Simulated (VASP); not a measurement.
The system is ReP2 (CdI2 type).

```xyz
3
Lattice="3.4195 0.0000 0.0000 -1.7098 2.9614 0.0000 0.0000 0.0000 5.4712" Properties=species:S:1:pos:R:3 pbc="T T T"
Re    0.0000    0.0000    0.0000
P     0.0000    1.9743    1.3678
P     1.7098    0.9871    4.1034
```

- Program: VASP 6.6.1
- Task: relaxation of cell and atoms
- Functional: PBE
- Potentials or basis: VASP PAW PBE potentials, release 64 (Re, P)
- Cutoff: 600 eV
- k mesh: 12 × 12 × 7
- Occupations: fermi-dirac, width 0.08 eV
- Spin: no spin polarisation

At the start: pressure -1.4 GPa; volume 18.47 Å³/atom.

Q: Where does the relaxation end?

A: Over 27 steps the energy falls by 364.5 meV/atom and the volume is 14.18 Å³/atom (-23.2 %); space group P-3m1 (No. 164, to 0.05 Å).

The path:
| step | energy change (eV) | largest force (eV/Å) | pressure (GPa) | volume (Å³) |
| --- | --- | --- | --- | --- |
| 1 | 0.0000 | 1.6224 | -1.37 | 55.41 |
| 2 | -0.4484 | 0.8879 | -5.66 | 54.05 |
| 3 | -0.6605 | 0.3330 | -9.73 | 52.56 |
| 4 | -0.7595 | 0.4049 | 2.78 | 47.35 |
| 5 | -0.7754 | 0.2019 | -1.07 | 48.67 |
| 6 | -0.7961 | 0.4146 | -0.17 | 48.30 |
| 7 | -0.8246 | 0.9590 | 2.29 | 47.37 |
| 8 | -0.8352 | 0.9295 | 1.71 | 47.37 |
| 9 | -0.8629 | 0.8607 | 0.01 | 47.34 |
| 10 | -0.9003 | 0.7363 | -3.09 | 47.26 |
| 11 | -0.8738 | 0.3451 | -7.50 | 46.96 |
| 12 | -0.9062 | 0.6788 | -4.39 | 47.19 |
| 13 | -0.9299 | 0.6370 | -4.47 | 46.75 |
| 14 | -0.9804 | 0.4691 | -4.13 | 45.44 |
| 15 | -0.9026 | 0.1283 | 0.26 | 42.83 |
| 16 | -0.9844 | 0.4570 | -3.26 | 44.91 |
| 17 | -1.0294 | 0.4203 | -1.98 | 44.22 |
| 18 | -1.0858 | 0.3041 | 1.63 | 42.62 |
| 19 | -1.0878 | 0.2672 | 2.69 | 42.22 |
| 20 | -1.0928 | 0.0417 | -0.51 | 42.63 |
| 21 | -1.0932 | 0.0221 | 0.15 | 42.54 |
| 22 | -1.0933 | 0.0190 | 0.06 | 42.57 |
| 23 | -1.0934 | 0.0146 | -0.07 | 42.60 |
| 24 | -1.0934 | 0.0142 | -0.02 | 42.58 |
| 25 | -1.0934 | 0.0139 | 0.06 | 42.55 |
| 26 | -1.0934 | 0.0060 | 0.02 | 42.55 |
| 27 | -1.0934 | 0.0003 | -0.02 | 42.55 |

Final structure:
```cif
data_structure
_symmetry_space_group_name_H-M 'P 1'
_symmetry_Int_Tables_number 1
_cell_length_a 3.0896
_cell_length_b 3.0896
_cell_length_c 5.1471
_cell_angle_alpha 90.000
_cell_angle_beta 90.000
_cell_angle_gamma 120.000
_cell_volume 42.55
loop_
_atom_site_label
_atom_site_type_symbol
_atom_site_fract_x
_atom_site_fract_y
_atom_site_fract_z
_atom_site_occupancy
Re1 Re 0.00000 0.00000 0.00000 1
P1 P 0.33333 0.66667 0.32610 1
P2 P 0.66667 0.33333 0.67390 1
```

Caveat: the volume moved by over 15 % at a fixed basis, so the end points are rough.
